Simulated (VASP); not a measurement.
Pb, 2 atoms in the cell. It takes space group P6_3/mmc (No. 194, hexagonal). Conventional cell: a = 3.480 Å, b = 3.480 Å, c = 5.590 Å, α = 90.00°, β = 90.00°, γ = 120.00°. Within 4.5 Å of Pb (site symmetry -6m2) lie 12 Pb at 3.44 to 3.48 Å. 

```yaml
Program: VASP 6.6.1
Task: single point
Functional: r2SCANh
Potentials_or_basis: VASP PAW PBE potentials, release 64 (Pb_d)
Cutoff: 520 eV
k_mesh: 5 × 5 × 3
Occupations: fermi-dirac, width 0.05 eV
Spin: no spin polarisation
Dipole_correction: no
Grid_for_exact_exchange_PRECFOCK: Normal
Further_INCAR_settings: ALGO = Normal; EDIFF = 1e-06; NBANDS = 21
```

Potentials or basis: VASP PAW PBE potentials, release 64 (Pb_d).

Launch:

```bash
$ cat potpaw_PBE.64/Pb_d/POTCAR > POTCAR
$ cp INCAR.step1 INCAR
$ mpirun -np 1 vasp_std > vasp.out
$ cp INCAR.step2 INCAR
$ mpirun -np 1 vasp_std > vasp.out
```

Hardware: 1 thread of Intel Xeon 6975P-C (shared host).

Question: How long does it take, and how much memory?

Answer: Wall time 30 min on 1 thread of Intel Xeon 6975P-C, on a shared host, peak memory 0.2 GiB. Counts: k points 10.
